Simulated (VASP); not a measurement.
A run of VASP 6.6.1 is set up as follows.

File INCAR:

```
SYSTEM = AlN
ALGO     = Normal         ! electronic algorithm
EDIFF    = 1E-6           ! SCF threshold, eV
ENCUT    = 520            ! plane-wave cutoff, eV
GGA      = PE             ! functional
ISIF     = 2              ! what is computed and relaxed
ISMEAR   = -1             ! smearing method
LASPH    = .TRUE.         ! aspherical terms in the spheres
LCHARG   = .FALSE.        ! write CHGCAR
LREAL    = .FALSE.        ! projectors in reciprocal space
LWAVE    = .FALSE.        ! write WAVECAR
NBANDS   = 16             ! bands
NELM     = 60             ! most SCF steps
PREC     = Accurate       ! precision mode
SIGMA    = 0.02           ! smearing width, eV
```

KPOINTS

```
k-points
0
G
  11 11 6
  0 0 0
```

POSCAR

```
AlN
1.0
    3.1110021516      0.0000000000      0.0000000000
   -1.5555010758      2.6942068945      0.0000000000
    0.0000000000      0.0000000000      4.8286600000
Al N
2 2
Direct
    0.3333333333      0.6666666667      0.0000000000
    0.6666666667      0.3333333333      0.5000000000
    0.3333333333      0.6666666667      0.3850000000
    0.6666666667      0.3333333333      0.8850000000
```

Potentials or basis: VASP PAW PBE potentials, release 64 (Al, N).

Launch:

```bash
$ cat potpaw_PBE.64/Al/POTCAR potpaw_PBE.64/N/POTCAR > POTCAR
$ mpirun -np 1 vasp_std > vasp.out
```

Problem. Predict the largest force.

Solution. 0.268 eV/Å.

Problem. Estimate the pressure.

Solution. 10.3 GPa.

Problem. Estimate the band gap on the k mesh.

Solution. 4.35 eV, direct.

Stress tensor (GPa, compression positive):
```
 6.74  0.00  0.00
 0.00  6.74  0.00
 0.00  0.00 17.36
```

Caveat: the cell differs from its parent crystal (zz strain of -3 %). A k mesh can miss the band edges.
